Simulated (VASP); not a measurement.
Crystal: ZnO.

```
Zn O
1.0
     3.24940    0.00000    0.00000
    -1.62470    2.81406    0.00000
     0.00000    0.00000    5.04769
Zn O
2 2
Cartesian
  0.0000 1.8760 0.0024
  1.6247 0.9380 2.5263
  0.0000 1.8760 1.9263
  1.6247 0.9380 4.4501
```

This cell differs from its parent crystal: z stretched by -3 %.

* Program: VASP 6.6.1
* Task: relaxation of the atoms
* Functional: PBE
* Potentials or basis: VASP PAW PBE potentials, release 64 (Zn, O)
* Cutoff: 520 eV
* k mesh: 11 × 11 × 6
* Occupations: fermi-dirac, width 0.02 eV
* Spin: no spin polarisation

At the start: pressure 11.3 GPa; volume 11.54 Å³/atom.

Problem. Where does the relaxation end?

Solution. Over 3 steps the energy falls by 4.3 meV/atom; space group P6_3mc (No. 186, to 0.1 Å) before and after.

The path:
```tsv
step	energy change (eV)	largest force (eV/Å)	pressure (GPa)
1	0.0000	0.3872	11.25
2	-0.0166	0.0701	10.88
3	-0.0172	0.0009	10.82
```

Final structure:
```
Zn O
1.0
     3.24940    0.00000    0.00000
    -1.62470    2.81406    0.00000
     0.00000    0.00000    5.04769
Zn O
2 2
Direct
  0.33333 0.66667 0.99580
  0.66667 0.33333 0.49580
  0.33333 0.66667 0.38630
  0.66667 0.33333 0.88630
```

Caveat: the cell differs from its parent crystal (z stretched by -3 %).
